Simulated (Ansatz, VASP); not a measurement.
# Al12NO in VASP and in Ansatz

INCAR

```
ALGO     = Fast           # electronic algorithm
DIPOL    = 0.5 0.5 0.295
EDIFF    = 1E-6           # SCF threshold, eV
ENCUT    = 520            # plane-wave cutoff, eV
GGA      = PE             # functional
IDIPOL   = 3            
ISIF     = 2              # what is computed and relaxed
ISMEAR   = 0              # smearing method
ISPIN    = 2              # spin polarisation
LASPH    = T              # aspherical terms in the spheres
LCHARG   = F              # write CHGCAR
LDIPOL   = T            
LORBIT   = 11             # projections on sites
LREAL    = F              # projectors in reciprocal space
LWAVE    = F              # write WAVECAR
MAGMOM   = 0 0 0 0 0 0 0 0 0 0 0 0 1 0 # initial moments
NBANDS   = 40             # bands
NELM     = 150            # most SCF steps
PREC     = Accurate       # precision mode
SIGMA    = 0.1            # smearing width, eV
```

Contents of KPOINTS:

```
k-points
0
Gamma
  5 5 1
```

File POSCAR:

```
Al12NO
1.0
    5.7143028096      0.0000000000      0.0000000000
    0.0000000000      5.7143028096      0.0000000000
    0.0000000000      0.0000000000     22.1750227966
Al N O
12 1 1
Direct
    0.2500000000      0.2500000000      0.1803831291
    0.2500000000      0.7500000000      0.1803831291
    0.7500000000      0.2500000000      0.1803831291
    0.7500000000      0.7500000000      0.1803831291
    0.0000000000      0.0000000000      0.2744094953
    0.0000000000      0.5000000000      0.2744094953
    0.5000000000      0.0000000000      0.2744094953
    0.5000000000      0.5000000000      0.2744094953
    0.2500000000      0.2500000000      0.3686590481
    0.2500000000      0.7500000000      0.3686590481
    0.7500000000      0.2500000000      0.3686590481
    0.7500000000      0.7500000000      0.3686590481
    0.2322508010      0.5000000000      0.4191663243
    0.7677491990      0.5000000000      0.4191663243
```

Input for Ansatz:

```yaml
crystal:
  lattice:
    - [5.7143028096, 0.0, 0.0]
    - [0.0, 5.7143028096, 0.0]
    - [0.0, 0.0, 22.1750227966]
  atoms:
    - { symbol: Al, position: [0.25, 0.25, 0.1803831291] }
    - { symbol: Al, position: [0.25, 0.75, 0.1803831291] }
    - { symbol: Al, position: [0.75, 0.25, 0.1803831291] }
    - { symbol: Al, position: [0.75, 0.75, 0.1803831291] }
    - { symbol: Al, position: [0.0, 0.0, 0.2744094953] }
    - { symbol: Al, position: [0.0, 0.5, 0.2744094953] }
    - { symbol: Al, position: [0.5, 0.0, 0.2744094953] }
    - { symbol: Al, position: [0.5, 0.5, 0.2744094953] }
    - { symbol: Al, position: [0.25, 0.25, 0.3686590481] }
    - { symbol: Al, position: [0.25, 0.75, 0.3686590481] }
    - { symbol: Al, position: [0.75, 0.25, 0.3686590481] }
    - { symbol: Al, position: [0.75, 0.75, 0.3686590481] }
    - { symbol: "N", position: [0.232250801, 0.5, 0.4191663243], spin: 1.0 }
    - { symbol: O, position: [0.767749199, 0.5, 0.4191663243] }
basis:
  ecutwfc: 420
kpoints:
  mp_grid: { grid: [5, 5, 1] }
hamiltonian:
  xc: pbe
scf:
  occupations: { method: gaussian, width: 0.1 }
output:
  forces: true
  eigenvalues: true
  populations: true
magnetization:
  spin_polarized: true
efield:
  axis: 3
  dipole_correction: true
  ramp_width: 0.04
```

Alike in both runs: task single point; functional PBE; k mesh 5 × 5 × 1; occupations gaussian, width 0.1 eV; collinear spin.

```csv
,VASP,Ansatz
version,VASP 6.6.1,Ansatz 0.2.0
potentials or method,"VASP PAW PBE potentials, release 64 (Al, N, O), cutoff 520 eV","scalar-relativistic, plane waves, PAW"
valence electrons in the cell,47,47
```

```csv
,VASP,Ansatz,Ansatz less VASP
gap on the k mesh at the Fermi level (eV),none,none,-
rms of the force components (eV/Å),0.376,0.385,+0.0093
net moment per atom (μB),0.02,0.02,0.000
```

Atom by atom the forces differ by 0.013 eV/Å (rms over components). A gap of «none» marks a metal or a gap that the smearing closes.
